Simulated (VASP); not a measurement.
# Cu in VASP: further runs

Cu is run at these levels: PBE; tasks: single point.

Everything below comes from runs of VASP 6.6.1. Logs are shortened: lines on timing, memory, paths and dates and some standing lists are left out, and cuts for length are marked.

### 1 The cell of the first run

The cell holds a cluster in a box, 1 atom: a = 8.500 Å, b = 8.500 Å, c = 8.500 Å, α = 90.00°, β = 90.00°, γ = 90.00°.

### 2 Single point, PBE, collinear spin, ferromagnetic start

INCAR

```
ALGO     = Normal         # electronic algorithm
EDIFF    = 1E-6           # SCF threshold, eV
ENCUT    = 520            # plane-wave cutoff, eV
GGA      = PE             # functional
GGA_COMPAT= False        
ISIF     = 2              # what is computed and relaxed
ISMEAR   = -1             # smearing method
ISPIN    = 2              # spin polarisation
LASPH    = True           # aspherical terms in the spheres
LCHARG   = False          # write CHGCAR
LMAXMIX  = 4              # l up to which the mixer works
LORBIT   = 11             # projections on sites
LREAL    = False          # projectors in reciprocal space
LWAVE    = False          # write WAVECAR
MAGMOM   = -1.07          # initial moments
NBANDS   = 16             # bands
NELM     = 200            # most SCF steps
PREC     = Accurate       # precision mode
SIGMA    = 0.1            # smearing width, eV
```

KPOINTS

```
k-points
0
Gamma
  1 1 1
```

POSCAR

```
Cu
1.0
    8.5000000000      0.0000000000      0.0000000000
    0.0000000000      8.5000000000      0.0000000000
    0.0000000000      0.0000000000      8.5000000000
Cu
1
Direct
    0.0000000000      0.0000000000      0.0000000000
```

Potentials or basis: VASP PAW PBE potentials, release 64 (Cu).

Run with:

```
$ cat potpaw_PBE.64/Cu/POTCAR > POTCAR
$ mpirun -np 1 vasp_gam > vasp.out
```

OUTCAR:

```text
EDIFF = 1E-6
   ENCUT = 520
   GGA = PE
   ISIF = 2
   ISMEAR = -1
   ISPIN = 2
   LASPH = True
   LORBIT = 11
   LREAL = False
   NELM = 200
   PREC = Accurate

 ion  position               nearest neighbor table
   1  0.000  0.000  0.000-

  LATTYP: Found a simple cubic cell.
 ALAT       =     8.5000000000

  Lattice vectors:

 A1 = (   8.5000000000,   0.0000000000,   0.0000000000)
 A2 = (   0.0000000000,   8.5000000000,   0.0000000000)
 A3 = (   0.0000000000,   0.0000000000,   8.5000000000)

Analysis of symmetry for initial positions (statically):
=====================================================================
 Subroutine PRICEL returns:
 Original cell was already a primitive cell.

 Routine SETGRP: Setting up the symmetry group for a
 simple cubic supercell.

 Subroutine GETGRP returns: Found 48 space group operations
 (whereof 48 operations were pure point group operations)
 out of a pool of 48 trial point group operations.

The static configuration has the point symmetry O_h .

Analysis of symmetry for dynamics (positions and initial velocities):
=====================================================================
 Subroutine PRICEL returns:
 Original cell was already a primitive cell.

 Routine SETGRP: Setting up the symmetry group for a
 simple cubic supercell.

 Subroutine GETGRP returns: Found 48 space group operations
 (whereof 48 operations were pure point group operations)
 out of a pool of 48 trial point group operations.

The dynamic configuration has the point symmetry O_h .

Analysis of structural, dynamic, and magnetic symmetry:
=====================================================================
 Subroutine PRICEL returns:
 Original cell was already a primitive cell.

 Routine SETGRP: Setting up the symmetry group for a
 simple cubic supercell.

 Subroutine GETGRP returns: Found 48 space group operations
 (whereof 48 operations were pure point group operations)
 out of a pool of 48 trial point group operations.

The overall configuration has the point symmetry O_h .

 Subroutine INISYM returns: Found 48 space group operations
 (whereof 48 operations are pure point group operations),
 and found     1 'primitive' translations

----------------------------------------------------------------------------------------

                                     Primitive cell

  volume of cell :     614.1250

  direct lattice vectors                    reciprocal lattice vectors
     8.500000000  0.000000000  0.000000000     0.117647059  0.000000000  0.000000000
     0.000000000  8.500000000  0.000000000     0.000000000  0.117647059  0.000000000
     0.000000000  0.000000000  8.500000000     0.000000000  0.000000000  0.117647059

  length of vectors
     8.500000000  8.500000000  8.500000000     0.117647059  0.117647059  0.117647059

  position of ions in fractional coordinates (direct lattice)
     0.000000000  0.000000000  0.000000000

  ion indices of the primitive-cell ions
   primitive index   ion index
                 1           1

----------------------------------------------------------------------------------------

 KPOINTS: k-points

Automatic generation of k-mesh.
 Grid dimensions read from file:
 generate k-points for:    1    1    1

 Generating k-lattice:

  Cartesian coordinates                     Fractional coordinates (reciprocal lattice)
     0.117647059  0.000000000  0.000000000     1.000000000  0.000000000  0.000000000
     0.000000000  0.117647059  0.000000000     0.000000000  1.000000000  0.000000000
     0.000000000  0.000000000  0.117647059     0.000000000  0.000000000  1.000000000

  Length of vectors
     0.117647059  0.117647059  0.117647059

  Shift w.r.t. Gamma in fractional coordinates (k-lattice)
     0.000000000  0.000000000  0.000000000

 Subroutine IBZKPT returns following result:
 ===========================================

 Found      1 irreducible k-points:

 Following reciprocal coordinates:
            Coordinates               Weight
  0.000000  0.000000  0.000000      1.000000
   k-points           NKPTS =      1   k-points in BZ     NKDIM =      1   number of bands    NBANDS=     16
   number of dos      NEDOS =    301   number of ions     NIONS =      1
   total plane-waves  NPLWV = 262144
   dimension x,y,z NGX =    64 NGY =   64 NGZ =   64
   dimension x,y,z NGXF=   128 NGYF=  128 NGZF=  128
   ions per type =               1
   NGX,Y,Z   is equivalent  to a cutoff of  12.52, 12.52, 12.52 a.u.
   NGXF,Y,Z  is equivalent  to a cutoff of  25.03, 25.03, 25.03 a.u.
 SYSTEM =  unknown system
   PREC   = accura    normal or accurate (medium, high low for compatibility)
   ISTART =      0    job   : 0-new  1-cont  2-samecut
   ICHARG =      2    charge: 1-file 2-atom 10-const
   ISPIN  =      2    spin polarized calculation?
   LNONCOLLINEAR =      F non collinear calculations
   LSORBIT =      F    spin-orbit coupling
   LASPH  =      T    aspherical Exc in radial PAW
   ENCUT  =  520.0 eV  38.22 Ry    6.18 a.u.  15.80 15.80 15.80*2*pi/ulx,y,z
   NELM   =    200;   NELMIN=  2; NELMDL= -5     # of ELM steps
   EDIFF  = 0.1E-05   stopping-criterion for ELM
   LREAL  =      F    real-space projection
   EDIFFG = 0.1E-04   stopping-criterion for IOM
   NSW    =      0    number of steps for IOM
   IBRION =     -1    ionic relax: 0-MD 1-quasi-New 2-CG
   NFREE  =      0    steps in history (QN), initial steepest desc. (CG)
   ISIF   =      2    stress and relaxation
   ISYM   =      2    0-nonsym 1-usesym 2-fastsym
   POTIM  = 0.5000    time-step for ionic-motion
   TEBEG  =    0.0;   TEEND  =   0.0 temperature during run
   PSTRESS=    0.0 pullay stress
   NELECT =      11.0000    total number of electrons
   NUPDOWN=      -1.0000    fix difference up-down
   EMIN   =  10.00;   EMAX   =-10.00  energy-range for DOS
   EFERMI =   0.00;   METHOD = LEGACY
   ISMEAR =    -1;   SIGMA  =   0.10  broadening in eV -4-tet -1-fermi 0-gaus
   EFERMI_NEDOS =   21; number of points for ismear=-14 and -15
   IALGO  =     38    algorithm
   IMIX   =      4    mixing-type and parameters
     AMIX     =   0.40;   BMIX     =  1.00
     AMIX_MAG =   1.60;   BMIX_MAG =  1.00
  volume/ion in A,a.u.               =     614.12      4144.32
  Fermi-wavevector in a.u.,A,eV,Ry     =   0.428338  0.809442  2.496310  0.183474
  Thomas-Fermi vector in A             =   1.395556
   LORBIT       =     11    0 simple, 1 ext, 2 COOP (PROOUT), +10 PAW based schemes
   GGA     = PE    functional components
   LHFCALC =     F    Hartree Fock is set to
   AEXX    =    0.0000 exact exchange contribution
   IVDW    =     0    specifies the selected vdW correction
   LEPSILON=     F    determine dielectric tensor
   LRPA    =     F    only Hartree local field effects (RPA)
 spin polarized calculation
  energy-cutoff  :      520.00
  volume of cell :      614.12
 maximum number of plane-waves:      8260
 NGX is ok and might be reduce to    64
   NGX = 31   NGY = 31   NGZ = 31

 number of electron      11.0000030 magnetization      -0.9842355

 Free energy of the ion-electron system (eV)
  ---------------------------------------------------
  ext. energy  EPLUGINS =         0.00000000
  ---------------------------------------------------
  free energy    TOTEN  =        -0.26427991 eV

  energy without entropy =       -0.22914831  energy(sigma->0) =       -0.24671411

 E-fermi :  -4.2435     XC(G=0):  -1.2583

 val. band max:       -4.7766282877   @ k =   0.0000   0.0000   0.0000
 cond. band min:      -3.9021772244   @ k =   0.0000   0.0000   0.0000
 fundamental gap:      0.8744510634
 Fermi energy:        -4.2435181769

 spin component 1

 k-point     1 :       0.0000    0.0000    0.0000
  band No.  band energies     occupation
      1      -4.7773      0.99521
      2      -4.7773      0.99521
      3      -4.7766      0.99518
      4      -4.7766      0.99518
      5      -4.7766      0.99518
      6      -3.9022      0.03188
[... 8 lines left out ...]
     15       2.7228      0.00000
     16       2.8698      0.00000
 Fermi energy:        -4.2435181769

 spin component 2

 k-point     1 :       0.0000    0.0000    0.0000
  band No.  band energies     occupation
      1      -4.9554      0.99919
      2      -4.9554      0.99919
      3      -4.9548      0.99919
      4      -4.9548      0.99919
      5      -4.9548      0.99919
      6      -4.8004      0.99620
[... 8 lines left out ...]
     15       2.1907      0.00000
     16       2.3881      0.00000

------------------------ aborting loop because EDIFF is reached ----------------------------------------

  FORCE on cell =-STRESS in cart. coord.  units (eV):
  Direction    XX          YY          ZZ          XY          YZ          ZX
  --------------------------------------------------------------------------------------
  -------------------------------------------------------------------------------------
  Total       -0.1061634     -0.1061634     -0.1061634      0.0000000     -0.0000000     -0.0000000
  in kB       -0.2769674     -0.2769674     -0.2769674      0.0000000     -0.0000000     -0.0000000
  external PRESSURE =      -0.2769674 kB  Pullay stress =       0.0000000 kB

 VOLUME and BASIS-vectors are now :
 -----------------------------------------------------------------------------
  energy-cutoff  :      520.00
  volume of cell :      614.12
      direct lattice vectors                 reciprocal lattice vectors
     8.500000000  0.000000000  0.000000000     0.117647059  0.000000000  0.000000000
     0.000000000  8.500000000  0.000000000     0.000000000  0.117647059  0.000000000
     0.000000000  0.000000000  8.500000000     0.000000000  0.000000000  0.117647059

 POSITION                                       TOTAL-FORCE (eV/Angst)
 -----------------------------------------------------------------------------------
      0.00000      0.00000      0.00000         0.000000      0.000000      0.000000
 -----------------------------------------------------------------------------------
    total drift:                                0.000000     -0.000000     -0.000000

  FREE ENERGIE OF THE ION-ELECTRON SYSTEM (eV)
  ---------------------------------------------------
  free  energy   TOTEN  =        -0.2642799147 eV

  energy  without entropy=       -0.2291483142  energy(sigma->0) =       -0.24671411

 total charge

# of ion       s       p       d       tot
------------------------------------------
    1        0.356   0.000   9.412   9.768

 magnetization (x)

# of ion       s       p       d       tot
------------------------------------------
    1       -0.334  -0.000   0.017  -0.317
```

Wall time 34 s (1 thread of Intel Xeon Platinum 8559C (Emerald Rapids), shared host); peak memory 0.68 GiB.

Results:

```yaml
Free_energy: -0.2643 eV
Gap_between_the_frontier_levels: 0.87 eV
Net_moment: -0.98 μB per cell
Site_moments: Cu -0.32 μB
Valence_electrons_inside_the_program's_atomic_spheres: Cu 9.77
```

### 3 Single point, PBE, collinear spin, ferromagnetic start

INCAR

```
SYSTEM = Cu
PREC = Accurate ; ENCUT = 520
EDIFF = 1E-6 ; ISMEAR = -1
SIGMA = 0.1 ; LREAL = .FALSE.
LASPH = .TRUE. ; NELM = 200
ALGO = Normal ; ISIF = 2
LWAVE = .FALSE. ; LCHARG = .FALSE.
ISPIN = 2 ; MAGMOM = -1.07
LORBIT = 11 ; LMAXMIX = 4
GGA = PE ; NBANDS = 16
GGA_COMPAT = .FALSE.
```

KPOINTS

```
Automatic mesh
0
G
  1 1 1
  0 0 0
```

POSCAR is that of step 2.

Potentials or basis: VASP PAW PBE potentials, release 64 (Cu).

Run with:

```
$ cat potpaw_PBE.64/Cu/POTCAR > POTCAR
$ mpirun -np 1 vasp_gam > vasp.out
```

It took 39 s on 1 thread of Intel Xeon Platinum 8559C (Emerald Rapids), shared host; peak memory 0.69 GiB.

Results (log left out):

```
Free energy                                           : -0.2643 eV
Gap between the frontier levels                       : 0.87 eV
Net moment                                            : -0.98 μB per cell
Site moments                                          : Cu -0.32 μB
Valence electrons inside the program's atomic spheres : Cu 9.77
```

Levels at points of the mesh, in eV from the valence-band top:
Spin up:
```
           k point  band 1  band 2  band 3  band 4  band 5  band 6  band 7  band 8  band 9  band 10
(0.00, 0.00, 0.00)    0.00    0.00    0.00    0.00    0.00    0.87    4.97    5.00    5.00     5.00
```
Spin down:
```csv
k point,band 3,band 4,band 5,band 6,band 7,band 8,band 9,band 10
"(0.00, 0.00, 0.00)",-0.18,-0.18,-0.18,-0.02,4.20,4.20,4.20,4.46
```
